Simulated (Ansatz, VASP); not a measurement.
# MgO in VASP and in Ansatz

The input POSCAR:

```
MgO
1.0
    0.0000000000      2.3404250073      2.1913677277
    2.3404250073      0.0000000000      2.1913677277
    2.3404250073      2.3404250073      0.0000000000
Mg O
1 1
Direct
    0.0000000000      0.0000000000      0.0000000000
    0.2500000000      0.2500000000      0.2500000000
```

The input INCAR.step1:

```
SYSTEM = MgO
ALGO = Normal
EDIFF = 1E-4
ENCUT = 520
GGA = PE
ISMEAR = 0
LASPH = .True.
LCHARG = .False.
LREAL = .False.
LWAVE = .True.
NBANDS = 11
NELM = 60
PREC = Accurate
SIGMA = 0.01
```

File INCAR.step2:

```
SYSTEM = MgO
ALGO = Normal
EDIFF = 1E-7
ENCUT = 520
ISIF = 2
ISMEAR = 0
ISTART = 1
LASPH = .True.
LCHARG = .False.
LMIXTAU = .True.
LREAL = .False.
LWAVE = .False.
METAGGA = R2SCAN
NBANDS = 11
NELM = 60
PREC = Accurate
SIGMA = 0.01
```

Contents of KPOINTS:

```
k-points
0
Gamma
  10 10 10
  0 0 0
```

Input for Ansatz:

```yaml
crystal:
  lattice:
    - [0.0, 2.3404250073, 2.1913677277]
    - [2.3404250073, 0.0, 2.1913677277]
    - [2.3404250073, 2.3404250073, 0.0]
  atoms:
    - { symbol: Mg, position: [0.0, 0.0, 0.0] }
    - { symbol: O, position: [0.25, 0.25, 0.25] }
kpoints:
  mp_grid: { grid: [10, 10, 10] }
  band_path:
    path:
      - [0.0, 0.0, 0.0]
      - [-0.5, -0.5, 0.0]
      - [-0.375, -0.375, 0.25]
      - [-0.375, 0.0, 0.375]
      - [0.0, 0.0, 0.5]
      - [-0.5, -0.25, 0.25]
    npoints: 1
hamiltonian:
  xc: r2scan
scf:
  occupations: { method: fixed }
  n_extra_bands: 4
output:
  forces: true
  stress: true
  eigenvalues: true
```

Change from the starting cell: epitaxial_xy strain +2.6%.

Alike in both runs: task single point; functional r2SCAN; k mesh 10 × 10 × 10; no spin polarisation.

|  | VASP | Ansatz |
| --- | --- | --- |
| version | VASP 6.6.1 | Ansatz 0.2.0 |
| potentials or method | VASP PAW PBE potentials, release 64 (Mg, O) | plane waves, PAW |
| plane-wave cutoff (eV) | 520 | 500 |
| occupations | gaussian, width 0.01 eV | fixed |
| valence electrons in the cell | 8 | 16 |

|  | VASP | Ansatz | Ansatz less VASP |
| --- | --- | --- | --- |
| gap on the k mesh at the Fermi level (eV) | 4.17 | 4.18 | +0.015 |
| pressure (GPa) | -2.0 | -1.5 | +0.57 |
| traceless stress, the component that is largest in VASP (GPa) | 1.51 | 1.47 | -0.035 |

VASP's potentials were made for PBE, not for r2SCAN. VASP's potentials hold 8 valence electrons a cell and Ansatz's 16, so a difference there can come from the potentials and not from the codes.
